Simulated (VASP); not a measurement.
**MoS2: relaxation of cell and atoms with PBE+D3(BJ)**

MoS2, a slab with vacuum:

```xyz
3
Lattice="3.1841 0.0000 0.0000 -1.5921 2.7575 0.0000 0.0000 0.0000 17.3346" Properties=species:S:1:pos:R:3 pbc="T T T"
Mo    0.0000    0.0000    0.0000
S     0.0000    1.8384    1.5513
S     0.0000    1.8384   15.7833
```

| Quantity | Value |
| --- | --- |
| Program | VASP 6.6.1 |
| Task | relaxation of cell and atoms |
| Functional | PBE |
| Dispersion | D3(BJ) |
| Potentials or basis | VASP PAW PBE potentials, release 64 (Mo_sv, S) |
| Cutoff | 600 eV |
| k mesh | 12 × 12 × 2 |
| Occupations | fermi-dirac, width 0.02 eV |
| Spin | no spin polarisation |
| Dipole correction | no |
| Further INCAR settings | ALGO = Normal; EDIFF = 1e-06; IBRION = 2; EDIFFG = -0.005; NSW = 80; ISIF = 3 |

```yaml
Relaxed_volume: 19.14 Å³/atom
Relaxed_cell: a = 3.148 Å, b = 3.148 Å, c = 6.688 Å, α = 90.00°, β = 90.00°, γ = 120.00°
Space_group_after_relaxing_to_0.05_Å: P-6m2 (No. 187)
Energy_gained_by_relaxing: 64.3 meV/atom
Ionic_steps: 66
Largest_force_after_relaxing: 0.003 eV/Å
Band_gap_on_the_k_mesh: 1.25 eV, indirect (least direct gap 1.77 eV)
Dispersion_energy_per_atom: -0.396 eV
```

Forces on the atoms (eV/Å):
```
Mo   0.000  0.000  0.000
S    0.000  0.000  0.003
S    0.000  0.000 -0.003
```

The path:
| step | energy change (eV) | largest force (eV/Å) | pressure (GPa) | volume (Å³) |
| --- | --- | --- | --- | --- |
| 1 | 0.0000 | 0.1028 | -0.44 | 152.20 |
| 3 | -0.0084 | 0.1193 | 0.20 | 149.84 |
| 5 | -0.0091 | 0.0062 | 0.00 | 150.15 |
| 7 | -0.0091 | 0.0104 | 0.01 | 150.09 |
| 9 | -0.0091 | 0.0157 | 0.01 | 150.04 |
| 11 | -0.0091 | 0.0176 | 0.02 | 149.96 |
| 13 | -0.0092 | 0.0237 | 0.02 | 149.66 |
| 15 | -0.0093 | 0.0506 | 0.02 | 148.47 |
| 17 | -0.0093 | 0.0467 | 0.01 | 148.37 |
| 19 | -0.0094 | 0.0324 | -0.03 | 147.95 |
| 21 | -0.0097 | 0.0222 | -0.17 | 146.28 |
| 23 | -0.0099 | 0.0239 | -0.15 | 145.34 |
| 25 | -0.0109 | 0.0141 | -0.04 | 141.11 |
| 27 | -0.0053 | 0.3366 | 1.19 | 124.44 |
| 29 | -0.0054 | 0.3337 | 1.19 | 124.12 |
| 31 | -0.0056 | 0.3220 | 1.22 | 122.68 |
| 33 | -0.0044 | 0.3276 | 1.45 | 116.95 |
| 35 | 0.0745 | 1.2984 | 5.46 | 94.41 |
| 37 | 698.7686 | 255.6566 | 10255.80 | 10.53 |
| 39 | 6.7068 | 9.0269 | 125.79 | 36.84 |
| 41 | 0.8374 | 2.2572 | 19.45 | 45.62 |
| 43 | 0.6313 | 2.9796 | 7.95 | 47.64 |
| 45 | 0.0215 | 1.5181 | -1.37 | 52.53 |
| 47 | -0.1179 | 0.5843 | -5.24 | 57.80 |
| 49 | -0.1708 | 0.2115 | 0.61 | 56.13 |
| 51 | -0.1880 | 0.1218 | 0.36 | 56.07 |
| 53 | -0.1889 | 0.1178 | 0.12 | 56.25 |
| 55 | -0.1905 | 0.1401 | -0.53 | 56.81 |
| 57 | -0.1921 | 0.0648 | 0.33 | 57.06 |
| 59 | -0.1924 | 0.0284 | 0.17 | 57.10 |
| 61 | -0.1926 | 0.0106 | -0.16 | 57.80 |
| 63 | -0.1929 | 0.0096 | -0.01 | 57.46 |
| 65 | -0.1929 | 0.0109 | -0.02 | 57.38 |
| 66 | -0.1930 | 0.0031 | -0.01 | 57.41 |

Final structure:
```cif
data_structure
_symmetry_space_group_name_H-M 'P 1'
_symmetry_Int_Tables_number 1
_cell_length_a 3.1484
_cell_length_b 3.1484
_cell_length_c 6.6880
_cell_angle_alpha 90.000
_cell_angle_beta 90.000
_cell_angle_gamma 120.000
_cell_volume 57.41
loop_
_atom_site_label
_atom_site_type_symbol
_atom_site_fract_x
_atom_site_fract_y
_atom_site_fract_z
_atom_site_occupancy
Mo1 Mo 0.00000 0.00000 0.00000 1
S1 S 0.33333 0.66667 0.76570 1
S2 S 0.33333 0.66667 0.23430 1
```

Levels at points of the mesh, in eV from the valence-band top:
```tsv
k point	band 10	band 11	band 12	band 13	band 14	band 15	band 16	band 17
(0.00, 0.00, 0.00)	-1.84	-1.84	-1.51	-0.89	2.48	2.48	2.64	2.64
(0.50, 0.00, 0.00)	-3.55	-1.98	-1.34	-1.25	1.97	2.37	3.86	4.08
(0.00, 0.00, 0.50)	-2.96	-1.85	-1.85	0.00	2.42	2.42	2.73	2.73
(0.50, 0.00, 0.50)	-3.57	-2.77	-1.27	-0.85	1.98	2.55	3.23	3.90
```

Wall time 68 min on 1 thread of Intel(R) Xeon(R) 6975P-C (Granite Rapids) (shared host), peak memory 0.54 GiB.

Caveat: the volume moved by over 15 % at a fixed basis, so the end points are rough.
